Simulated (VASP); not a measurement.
Set up this calculation in VASP 6.6.1, as the native input.

```yaml
Task: single point
Functional: PBE
Potentials_or_basis: VASP PAW PBE potentials, release 64 (Al, B, As)
Cutoff: 520 eV
k_mesh: 6 × 6 × 2
Occupations: gaussian, width 0.1 eV
Spin: no spin polarisation
Dipole_correction: no
Further_INCAR_settings: ALGO = Normal; EDIFF = 1e-06; NBANDS = 26
```

The structure of Al3BAs4 lies in POSCAR:

```
Al3BAs4
1.0
    3.8831937266      0.0000000030      0.0000000000
   -1.9415968659      3.3629444135      0.0000000000
    0.0000000000      0.0000000000     12.9397100801
Al B As
3 1 4
Direct
    0.3333333333      0.6666666667      0.5006345848
    0.6666666667      0.3333333333      0.2396407126
    0.6666666667      0.3333333333      0.7617433826
    0.3333333333      0.6666666667      0.0058933207
    0.3333333333      0.6666666667      0.1683916966
    0.3333333333      0.6666666667      0.6910410053
    0.6666666667      0.3333333333      0.4299314680
    0.6666666667      0.3333333333      0.9547238295
```

These files were run (other wordings do the same):

INCAR

```
PREC     = Accurate       # precision mode
ENCUT    = 520            # plane-wave cutoff, eV
EDIFF    = 1E-6           # SCF threshold, eV
ISMEAR   = 0              # smearing method
SIGMA    = 0.1            # smearing width, eV
LREAL    = F              # projectors in reciprocal space
LASPH    = T              # aspherical terms in the spheres
NELM     = 80             # most SCF steps
ALGO     = Normal         # electronic algorithm
ISIF     = 2              # what is computed and relaxed
LWAVE    = F              # write WAVECAR
LCHARG   = F              # write CHGCAR
GGA      = PE             # functional
NBANDS   = 26             # bands
```

KPOINTS

```
regular mesh
0
Gamma
  6 6 2
```

Potentials or basis: VASP PAW PBE potentials, release 64 (Al, B, As).

Command:

```console
$ cat potpaw_PBE.64/Al/POTCAR potpaw_PBE.64/B/POTCAR potpaw_PBE.64/As/POTCAR > POTCAR
$ mpirun -np 1 vasp_std > vasp.out
```

Results of the run:

* Pressure: 0.3 GPa
* Largest force: 0.041 eV/Å
* Band gap on the k mesh: 0.14 eV

Caveat: semilocal functionals underestimate gaps, and a narrow one can read as zero.

Wall time 74 s on 1 thread of Intel(R) Xeon(R) Platinum 8375C CPU @ 2.90GHz (Ice Lake) (shared host), peak memory 0.3 GiB.
